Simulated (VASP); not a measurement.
# Re (P6_3/mmc) in VASP: single point with PBE

Aim: the single point of Re with PBE.

Everything below comes from runs of VASP 6.6.1. Logs are shortened: lines on timing, memory, paths and dates and some standing lists are left out, and cuts for length are marked.

### 1 The cell of the first run

Symmetry: P6_3/mmc, No. 194, hexagonal system. Conventional cell: a = 2.775 Å, b = 2.775 Å, c = 4.484 Å, α = 90.00°, β = 90.00°, γ = 120.00°. Within 3.6 Å of Re (site symmetry -6m2) lie 12 Re at 2.76 to 2.77 Å.

### 2 Single point, PBE

The input, INCAR:

```
SYSTEM = Re
PREC = Accurate ; ENCUT = 520
EDIFF = 1E-6 ; ISMEAR = 0
SIGMA = 0.1 ; LREAL = .FALSE.
LASPH = .TRUE. ; NELM = 80
ALGO = Normal ; ISIF = 2
LWAVE = .FALSE. ; LCHARG = .FALSE.
GGA = PE ; NBANDS = 14
```

The input, KPOINTS:

```
regular mesh
0
G
  18 18 10
  0 0 0
```

The input, POSCAR:

```
Re
1.0
    2.7748241524      0.0000000000      0.0000000000
   -1.3874120762      2.4030682070      0.0000000000
    0.0000000000      0.0000000000      4.4842238099
Re
2
Direct
    0.3333333333      0.6666666667      0.2500000000
    0.6666666667      0.3333333333      0.7500000000
```

Potentials or basis: VASP PAW PBE potentials, release 64 (Re).

The run is started by

```console
$ cat potpaw_PBE.64/Re/POTCAR > POTCAR
$ mpirun -np 1 vasp_std > vasp.out
```

OUTCAR:

```text
SYSTEM = Re
   PREC = Accurate
   ENCUT = 520
   EDIFF = 1E-6
   ISMEAR = 0
   LREAL = .FALSE.
   LASPH = .TRUE.
   NELM = 80
   ISIF = 2
   GGA = PE

 ion  position               nearest neighbor table
   1  0.333  0.667  0.250-   2 2.76   2 2.76   2 2.76   2 2.76   2 2.76   2 2.76
   2  0.667  0.333  0.750-   1 2.76   1 2.76   1 2.76   1 2.76   1 2.76   1 2.76

  LATTYP: Found a hexagonal cell.
 ALAT       =     2.7748241524
 C/A-ratio  =     1.6160389140

  Lattice vectors:

 A1 = (   2.7748241524,   0.0000000000,   0.0000000000)
 A2 = (  -1.3874120762,   2.4030682070,   0.0000000000)
 A3 = (   0.0000000000,   0.0000000000,   4.4842238099)

Analysis of symmetry for initial positions (statically):
=====================================================================
 Subroutine PRICEL returns:
 Original cell was already a primitive cell.

 Routine SETGRP: Setting up the symmetry group for a
 hexagonal supercell.

 Subroutine GETGRP returns: Found 24 space group operations
 (whereof 12 operations were pure point group operations)
 out of a pool of 24 trial point group operations.

The static configuration has the point symmetry D_3d.
 The point group associated with its full space group is D_6h.

Analysis of symmetry for dynamics (positions and initial velocities):
=====================================================================
 Subroutine PRICEL returns:
 Original cell was already a primitive cell.

 Routine SETGRP: Setting up the symmetry group for a
 hexagonal supercell.

 Subroutine GETGRP returns: Found 24 space group operations
 (whereof 12 operations were pure point group operations)
 out of a pool of 24 trial point group operations.

The dynamic configuration has the point symmetry D_3d.
 The point group associated with its full space group is D_6h.

 Subroutine INISYM returns: Found 24 space group operations
 (whereof 12 operations are pure point group operations),
 and found     1 'primitive' translations

----------------------------------------------------------------------------------------

                                     Primitive cell

  volume of cell :      29.9012

  direct lattice vectors                    reciprocal lattice vectors
     2.774824152  0.000000000  0.000000000     0.360383197  0.208067336  0.000000000
    -1.387412076  2.403068207  0.000000000     0.000000000  0.416134672  0.000000000
     0.000000000  0.000000000  4.484223810     0.000000000  0.000000000  0.223004034

  length of vectors
     2.774824152  2.774824152  4.484223810     0.416134672  0.416134672  0.223004034

  position of ions in fractional coordinates (direct lattice)
     0.333333333  0.666666667  0.250000000
     0.666666667  0.333333333  0.750000000

  ion indices of the primitive-cell ions
   primitive index   ion index
                 1           1
                 2           2

----------------------------------------------------------------------------------------

 KPOINTS: regular mesh

Automatic generation of k-mesh.
 Grid dimensions read from file:
 generate k-points for:   18   18   10

 Generating k-lattice:

  Cartesian coordinates                     Fractional coordinates (reciprocal lattice)
     0.020021289  0.011559296  0.000000000     0.055555556  0.000000000  0.000000000
     0.000000000  0.023118593  0.000000000     0.000000000  0.055555556  0.000000000
     0.000000000  0.000000000  0.022300403     0.000000000  0.000000000  0.100000000

  Length of vectors
     0.023118593  0.023118593  0.022300403

  Shift w.r.t. Gamma in fractional coordinates (k-lattice)
     0.000000000  0.000000000  0.000000000

 Subroutine IBZKPT returns following result:
 ===========================================

 Found    222 irreducible k-points:

 Following reciprocal coordinates:
            Coordinates               Weight
  0.000000  0.000000  0.000000      1.000000
  0.055556  0.000000  0.000000      6.000000
  0.111111  0.000000  0.000000      6.000000
  0.166667  0.000000  0.000000      6.000000
  0.222222  0.000000  0.000000      6.000000
  0.277778  0.000000  0.000000      6.000000
[... 16 lines left out ...]
  0.333333  0.111111  0.000000     12.000000
  0.388889  0.111111  0.000000     12.000000
 [... further k-points ...]
   k-points           NKPTS =    222   k-points in BZ     NKDIM =    222   number of bands    NBANDS=     14
   number of dos      NEDOS =    301   number of ions     NIONS =      2
   total plane-waves  NPLWV =  20736
   dimension x,y,z NGX =    24 NGY =   24 NGZ =   36
   dimension x,y,z NGXF=    48 NGYF=   48 NGZF=   72
   ions per type =               2
   NGX,Y,Z   is equivalent  to a cutoff of  14.38, 14.38, 13.35 a.u.
   NGXF,Y,Z  is equivalent  to a cutoff of  28.76, 28.76, 26.69 a.u.
 SYSTEM =  Re
   PREC   = accura    normal or accurate (medium, high low for compatibility)
   ISTART =      0    job   : 0-new  1-cont  2-samecut
   ICHARG =      2    charge: 1-file 2-atom 10-const
   ISPIN  =      1    spin polarized calculation?
   LNONCOLLINEAR =      F non collinear calculations
   LSORBIT =      F    spin-orbit coupling
   LASPH  =      T    aspherical Exc in radial PAW
   ENCUT  =  520.0 eV  38.22 Ry    6.18 a.u.   5.16  5.16  8.34*2*pi/ulx,y,z
   NELM   =     80;   NELMIN=  2; NELMDL= -5     # of ELM steps
   EDIFF  = 0.1E-05   stopping-criterion for ELM
   LREAL  =      F    real-space projection
   EDIFFG = 0.1E-04   stopping-criterion for IOM
   NSW    =      0    number of steps for IOM
   IBRION =     -1    ionic relax: 0-MD 1-quasi-New 2-CG
   NFREE  =      0    steps in history (QN), initial steepest desc. (CG)
   ISIF   =      2    stress and relaxation
   ISYM   =      2    0-nonsym 1-usesym 2-fastsym
   POTIM  = 0.5000    time-step for ionic-motion
   TEBEG  =    0.0;   TEEND  =   0.0 temperature during run
   PSTRESS=    0.0 pullay stress
   NELECT =      14.0000    total number of electrons
   NUPDOWN=      -1.0000    fix difference up-down
   EMIN   =  10.00;   EMAX   =-10.00  energy-range for DOS
   EFERMI =   0.00;   METHOD = LEGACY
   ISMEAR =     0;   SIGMA  =   0.10  broadening in eV -4-tet -1-fermi 0-gaus
   EFERMI_NEDOS =   21; number of points for ismear=-14 and -15
   IALGO  =     38    algorithm
   IMIX   =      4    mixing-type and parameters
     AMIX     =   0.40;   BMIX     =  1.00
     AMIX_MAG =   1.60;   BMIX_MAG =  1.00
  volume/ion in A,a.u.               =      14.95       100.89
  Fermi-wavevector in a.u.,A,eV,Ry     =   1.271221  2.402260 21.987070  1.616004
  Thomas-Fermi vector in A             =   2.404166
   LORBIT       =      0    0 simple, 1 ext, 2 COOP (PROOUT), +10 PAW based schemes
   GGA     = PE    functional components
   LHFCALC =     F    Hartree Fock is set to
   AEXX    =    0.0000 exact exchange contribution
   IVDW    =     0    specifies the selected vdW correction
   LEPSILON=     F    determine dielectric tensor
   LRPA    =     F    only Hartree local field effects (RPA)
 non-spin polarized calculation
 Gauss-broadening in eV      SIGMA  =   0.10
  energy-cutoff  :      520.00
  volume of cell :       29.90
 maximum number of plane-waves:       817
 NGX is ok and might be reduce to    24
   NGX = 11   NGY = 11   NGZ = 17

 number of electron      14.0000000 magnetization

 Free energy of the ion-electron system (eV)
  ---------------------------------------------------
  ext. energy  EPLUGINS =         0.00000000
  ---------------------------------------------------
  free energy    TOTEN  =       -24.85450538 eV

  energy without entropy =      -24.84611850  energy(sigma->0) =      -24.85031194

 E-fermi :   7.6740     XC(G=0): -13.6428

 val. band max:        7.6685564261   @ k =   0.1667   0.0556   0.1000
 cond. band min:       7.6811663576   @ k =   0.3333   0.1667   0.4000
 fundamental gap:      0.0126099315
 Fermi energy:         7.6740030684

 k-point     1 :       0.0000    0.0000    0.0000
  band No.  band energies     occupation
      1      -2.0668      2.00000
      2       1.1819      2.00000
      3       6.1409      2.00000
      4       6.1527      2.00000
      5       6.1527      2.00000
      6       6.9655      2.00000
      7       6.9655      2.00000
      8       7.8812      0.00339
      9       7.8812      0.00339
     10       8.2666      0.00000
     11      10.9786      0.00000
     12      10.9786      0.00000
     13      17.4853      0.00000
     14      21.8196      0.00000

 k-point     2 :       0.0556    0.0000    0.0000
  band No.  band energies     occupation
      1      -1.9422      2.00000
      2       1.2995      2.00000
      3       5.7905      2.00000
      4       6.2662      2.00000
      5       6.4614      2.00000
      6       6.8758      2.00000
      7       7.0728      2.00000
      8       7.6189      1.56400
      9       7.7845      0.11805
     10       7.9633      0.00004
     11      11.0437      0.00000
     12      11.5518      0.00000
     13      17.4782      0.00000
     14      22.0963      0.00000

 k-point     3 :       0.1111    0.0000    0.0000
  band No.  band energies     occupation
      1      -1.5787      2.00000
      2       1.6306      2.00000
      3       5.3739      2.00000
      4       6.5795      2.00000
      5       6.6030      2.00000
      6       6.7137      2.00000
      7       6.8604      2.00000
      8       7.3900      1.99994
      9       7.5304      1.95778
     10       7.7358      0.38196
     11      11.2062      0.00000
     12      12.7195      0.00000
     13      17.4309      0.00000
     14      22.8571      0.00000

 k-point     4 :       0.1667    0.0000    0.0000
  band No.  band energies     occupation
      1      -1.0092      2.00000
      2       2.0928      2.00000
      3       4.9653      2.00000
      4       5.7263      2.00000
      5       6.2697      2.00000
      6       7.1506      2.00000
      7       7.1909      2.00000
      8       7.3015      2.00000
      9       7.4805      1.99378
     10       7.9022      0.00125
     11      11.4027      0.00000
     12      14.0529      0.00000
     13      17.3001      0.00000
     14      23.7591      0.00000

 k-point     5 :       0.2222    0.0000    0.0000
  band No.  band energies     occupation
      1      -0.2943      2.00000
      2       2.4893      2.00000
      3       4.7338      2.00000
      4       4.8155      2.00000
      5       6.0007      2.00000
      6       6.8297      2.00000
      7       7.1968      2.00000
      8       7.8859      0.00273
      9       7.9048      0.00110
     10       8.5828      0.00000
     11      11.5852      0.00000
[... 276 lines left out ...]
 k-point    22 :       0.2778    0.1111    0.0000
  band No.  band energies     occupation
      1       1.4942      2.00000
      2       2.7584      2.00000
      3       3.3593      2.00000
      4       4.6298      2.00000
      5       5.7816      2.00000
      6       6.2944      2.00000
      7       6.8577      2.00000
      8       9.0134      0.00000
      9      10.1836      0.00000
     10      11.1675      0.00000
     11      11.6171      0.00000
     12      16.8236      0.00000
     13      18.5722      0.00000
     14      19.4805      0.00000

 k-point    23 :       0.3333    0.1111    0.0000
  band No.  band energies     occupation
      1       1.9754      2.00000
      2       2.5128      2.00000
      3       2.9348      2.00000
      4       5.0177      2.00000
      5       5.6833      2.00000
      6       6.5573      2.00000
      7       6.7394      2.00000
      8       9.9066      0.00000
      9      10.9347      0.00000
     10      11.6538      0.00000
     11      12.2208      0.00000
     12      17.0565      0.00000
     13      17.6432      0.00000
     14      19.6447      0.00000

 k-point    24 :       0.3889    0.1111    0.0000
  band No.  band energies     occupation
      1       2.2027      2.00000
      2       2.3465      2.00000
      3       2.6739      2.00000
      4       5.4219      2.00000
      5       5.6571      2.00000
      6       6.3319      2.00000
      7       7.0683      2.00000
      8      10.8158      0.00000
      9      11.4029      0.00000
     10      11.6725      0.00000
     11      13.1949      0.00000
     12      15.9277      0.00000
     13      17.6946      0.00000
     14      18.8029      0.00000

 [... further k-points ...]
[... 5 lines left out ...]
  --------------------------------------------------------------------------------------
  -------------------------------------------------------------------------------------
  Total       -0.0911427     -0.0911427     -0.1228095      0.0000000     -0.0000000      0.0000000
  in kB       -4.8836372     -4.8836372     -6.5804192      0.0000000     -0.0000000      0.0000000
  external PRESSURE =      -5.4492312 kB  Pullay stress =       0.0000000 kB

 VOLUME and BASIS-vectors are now :
 -----------------------------------------------------------------------------
  energy-cutoff  :      520.00
  volume of cell :       29.90
      direct lattice vectors                 reciprocal lattice vectors
     2.774824152  0.000000000  0.000000000     0.360383197  0.208067336  0.000000000
    -1.387412076  2.403068207  0.000000000     0.000000000  0.416134672  0.000000000
     0.000000000  0.000000000  4.484223810     0.000000000  0.000000000  0.223004034

 POSITION                                       TOTAL-FORCE (eV/Angst)
 -----------------------------------------------------------------------------------
     -0.00000      1.60205      1.12106        -0.000000      0.000000      0.000000
      1.38741      0.80102      3.36317         0.000000     -0.000000      0.000000
 -----------------------------------------------------------------------------------
    total drift:                               -0.000000      0.000000     -0.000000

  FREE ENERGIE OF THE ION-ELECTRON SYSTEM (eV)
  ---------------------------------------------------
  free  energy   TOTEN  =       -24.8545053842 eV

  energy  without entropy=      -24.8461185035  energy(sigma->0) =      -24.85031194
```

Run time: 69 s. Hardware: 1 thread of Intel Xeon Platinum 8375C at 2.90GHz (Ice Lake), shared host; peak memory 0.22 GiB.

What came out:

* Free energy: -24.8545 eV
* Pressure: -0.5 GPa
* Band gap on the k mesh: zero (band 7 reaches 9.10 eV, above the bottom of band 8 at 6.03 eV)

Levels at points of the mesh, in eV from the Fermi level:
```csv
k point,band 3,band 4,band 5,band 6,band 7,band 8,band 9,band 10,band 11,band 12
"(0.00, 0.00, 0.00)",-1.53,-1.52,-1.52,-0.71,-0.71,0.21,0.21,0.59,3.30,3.30
"(0.50, 0.00, 0.00)",-5.12,-1.87,-1.71,-1.34,-0.58,3.89,4.27,4.41,5.93,6.94
"(0.00, 0.00, 0.50)",-2.32,-2.32,-1.65,-1.65,-1.65,-1.65,2.50,2.50,2.50,2.50
"(0.50, 0.00, 0.50)",-3.99,-3.99,0.41,0.41,0.91,0.91,4.19,4.19,4.68,4.68
```

Caveat: spin-orbit coupling is left out, which moves the levels of the heavy elements.
